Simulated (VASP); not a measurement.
The system is MgS.

```
CELL_PARAMETERS angstrom
4.03462 0.00000 0.00000
-2.01731 3.49409 0.00000
0.00000 0.00000 6.43229
ATOMIC_POSITIONS crystal
S 0.66667 0.33333 0.87924
S 0.33333 0.66667 0.37924
Mg 0.33333 0.66667 0.99575
Mg 0.66667 0.33333 0.49575
```

| Property | Result |
| --- | --- |
| Program | VASP 6.6.1 |
| Task | relaxation of cell and atoms |
| Functional | PBEsol |
| Dispersion | D4 |
| Potentials or basis | VASP PAW PBE potentials, release 64 (S, Mg) |
| Cutoff | 600 eV |
| k mesh | 8 × 8 × 4 |
| Occupations | fermi-dirac, width 0.05 eV |
| Spin | no spin polarisation |

At the start: pressure -1.3 GPa; volume 22.67 Å³/atom.

Problem. How do energy, volume and symmetry change on relaxing?

Solution. Over 3 steps the energy falls by 2.2 meV/atom and the volume is 22.16 Å³/atom (-2.2 %); space group P6_3mc (No. 186, to 0.1 Å) before and after.

Step by step:
| step | energy change (eV) | largest force (eV/Å) | pressure (GPa) | volume (Å³) |
| --- | --- | --- | --- | --- |
| 1 | 0.0000 | 0.0449 | -1.30 | 90.68 |
| 2 | -0.0084 | 0.0009 | 0.26 | 88.29 |
| 3 | -0.0087 | 0.0082 | 0.01 | 88.65 |

Final structure:
```
S Mg
1.0
     4.00671    0.00000    0.00000
    -2.00336    3.46991    0.00000
     0.00000    0.00000    6.37600
S Mg
2 2
Direct
  0.66667 0.33333 0.87896
  0.33333 0.66667 0.37896
  0.33333 0.66667 0.99604
  0.66667 0.33333 0.49604
```

Caveat: the PAW data sets were made with another functional, which shifts forces and pressure a little.
